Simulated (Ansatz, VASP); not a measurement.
## Two plane-wave programs on Mo

```
Mo
1.0
     0.00000    2.04522    2.04522
     2.04522    0.00000    2.04522
     2.04522    2.04522    0.00000
Mo
1
Direct
  0.00000 0.00000 0.00000
```

Change from the starting cell: strain +0.015 along x and y, +0.015 along z, atoms carried along.

Alike in both runs: task single point; functional LDA; k mesh 20 × 20 × 20; occupations gaussian, width 0.15 eV; no spin polarisation.

|  | VASP | Ansatz |
| --- | --- | --- |
| version | VASP 6.6.1 | Ansatz 0.2.0 |
| potentials or method | VASP PAW LDA potentials, release 64 (Mo_sv), cutoff 520 eV | scalar-relativistic, plane waves, PAW |
| valence electrons in the cell | 14 | 14 |

VASP gave:

* gap on the k mesh at the Fermi level (eV): none
* pressure (GPa): -23.7

Task: Estimate Ansatz's values.

Result: gap on the k mesh at the Fermi level (eV): none; pressure (GPa): -24.4.

LDA's correlation is that of Perdew and Zunger in VASP and of Perdew and Wang (1992) in Ansatz. A gap of «none» marks a metal or a gap that the smearing closes.
